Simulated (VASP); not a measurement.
Input of a VASP 6.6.1 run:

File POSCAR:

```
TaN
1.0
    2.9380000000      0.0000000000      0.0000000000
   -1.4690000000      2.5443826363      0.0000000000
    0.0000000000      0.0000000000      2.8830000000
Ta N
1 1
Direct
    0.0114440000      0.0083290000      0.4832640000
    0.6525550000      0.3388060000      0.0058730000
```

The input INCAR.step1:

```
PREC = Accurate
ENCUT = 520
ISMEAR = 0
SIGMA = 0.05
LREAL = F
LASPH = T
NELM = 60
NBANDS = 15
GGA = PE
ALGO = Normal
EDIFF = 1E-4
LWAVE = T
LCHARG = F
```

Contents of INCAR.step2:

```
PREC = Accurate
ENCUT = 520
EDIFF = 1E-7
ISMEAR = 0
SIGMA = 0.05
LREAL = F
LASPH = T
NELM = 60
ALGO = Normal
ISIF = 2
LWAVE = F
LCHARG = F
METAGGA = R2SCAN
LMIXTAU = T
NBANDS = 15
ISTART = 1
```

KPOINTS

```
regular mesh
0
Gamma
  12 12 10
```

Potentials or basis: VASP PAW PBE potentials, release 64 (Ta_pv, N).

Launch:

```sh
$ cat potpaw_PBE.64/Ta_pv/POTCAR potpaw_PBE.64/N/POTCAR > POTCAR
$ cp INCAR.step1 INCAR
$ mpirun -np 1 vasp_std > vasp.out
$ cp INCAR.step2 INCAR
$ mpirun -np 1 vasp_std > vasp.out
```

**Question.** Predict the largest force.

**Answer.** 1.374 eV/Å.

**Question.** Estimate the band gap on the k mesh.

**Answer.** Zero (band 8 reaches 8.39 eV, above the bottom of band 9 at 8.17 eV).

**Question.** Estimate the pressure.

**Answer.** 3.0 GPa.

Stress tensor (GPa, compression positive):
```
 2.78  1.00 -1.73
 1.00  2.02 -0.31
-1.73 -0.31  4.29
```

Caveat: the PAW data sets were made with another functional, which shifts forces and pressure a little; spin-orbit coupling is left out, which moves the levels of the heavy elements.
